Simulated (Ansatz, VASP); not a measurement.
W: VASP beside Ansatz

```
CELL_PARAMETERS angstrom
0.00000 2.00704 2.00704
2.00704 0.00000 2.00704
2.00704 2.00704 0.00000
ATOMIC_POSITIONS crystal
W 0.00000 0.00000 0.00000
```

Alike in both runs: task single point; functional PBE; k mesh 4 × 4 × 4; occupations fermi-dirac, width 0.15 eV; non-collinear spin, spin-orbit coupling.

```csv
,VASP,Ansatz
version,VASP 6.6.1,Ansatz 0.2.0 development build
potentials or method,"VASP PAW PBE potentials, release 64 (W_sv)","plane waves, PAW datasets (hand-made set)"
plane-wave cutoff (eV),500,760
valence electrons in the cell,14,28
```

```csv
,VASP,Ansatz,Ansatz less VASP
net moment per atom (μB),0.00,0.00,0.000
```

VASP's potentials hold 14 valence electrons a cell and Ansatz's 28, so a difference there can come from the potentials and not from the codes. Ansatz's warnings: stress scf threshold loose.

The k mesh is coarse, so the values compare programs but aren't converged.
